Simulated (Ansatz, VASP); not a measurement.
**AlP: VASP beside Ansatz**

INCAR

```
PREC = Accurate
ENCUT = 500
EDIFF = 1E-6
ISMEAR = 0
SIGMA = 0.01
LREAL = False
LASPH = True
NELM = 120
ALGO = Normal
ISIF = 2
LWAVE = False
LCHARG = False
GGA = PS
NBANDS = 11
GGA_COMPAT = False
```

The input KPOINTS:

```
Automatic mesh
0
Gamma
  8 8 8
```

The input POSCAR:

```
AlP
1.0
    0.0000000000      2.7351224707      2.7214468584
    2.7351224707      0.0000000000      2.7214468584
    2.7351224707      2.7351224707      0.0000000000
Al P
1 1
Direct
    0.0000000000      0.0000000000      0.0000000000
    0.7500000000      0.7500000000      0.7500000000
```

Input for Ansatz:

```yaml
crystal:
  lattice:
    - [0.0, 2.73512247073, 2.72144685837]
    - [2.73512247073, 0.0, 2.72144685837]
    - [2.73512247073, 2.73512247073, 0.0]
  atoms:
    - { symbol: Al, position: [0.0, 0.0, 0.0] }
    - { symbol: P, position: [0.75, 0.75, 0.75] }
kpoints:
  mp_grid: { grid: [8, 8, 8] }
scf:
  occupations: { method: fixed }
  convergence: { dr2_threshold: 1.0e-10 }
hamiltonian:
  xc: pbesol
  pseudopotentials: { kind: all_electron, lapw: { basis_error: 0.0005 } }
output:
  forces: true
  stress: true
  eigenstates:
    kpoints:
      - [0.0, 0.0, 0.0]
      - [0.0, -0.5, -0.5]
      - [-0.5, 0.0, -0.5]
      - [-0.5, -0.5, 0.0]
      - [0.0, 0.5, 0.0]
      - [0.5, 0.0, 0.0]
      - [0.0, 0.0, 0.5]
      - [0.5, 0.5, 0.5]
  eigenvalues: true
```

Change from the starting cell: z stretched by -0.5 %, x and y held.

Alike in both runs: task single point; functional PBEsol; k mesh 8 × 8 × 8; no spin polarisation.

|  | VASP | Ansatz |
| --- | --- | --- |
| version | VASP 6.6.1 | Ansatz 0.2.0 |
| potentials or method | VASP PAW PBE potentials, release 64 (Al, P), cutoff 500 eV | all-electron LAPW, scalar-relativistic |
| occupations | gaussian, width 0.01 eV | fixed |

|  | VASP | Ansatz | Ansatz less VASP |
| --- | --- | --- | --- |
| gap on the k mesh at the Fermi level (eV) | 1.41 | 1.41 | +0.003 |
| pressure (GPa) | 0.5 | 0.4 | -0.09 |
| traceless stress, the component that is largest in VASP (GPa) | 0.20 | 0.20 | +0.001 |

VASP's potentials were made for PBE, not for PBEsol. Ansatz ran all-electron here, and VASP with PAW potentials.
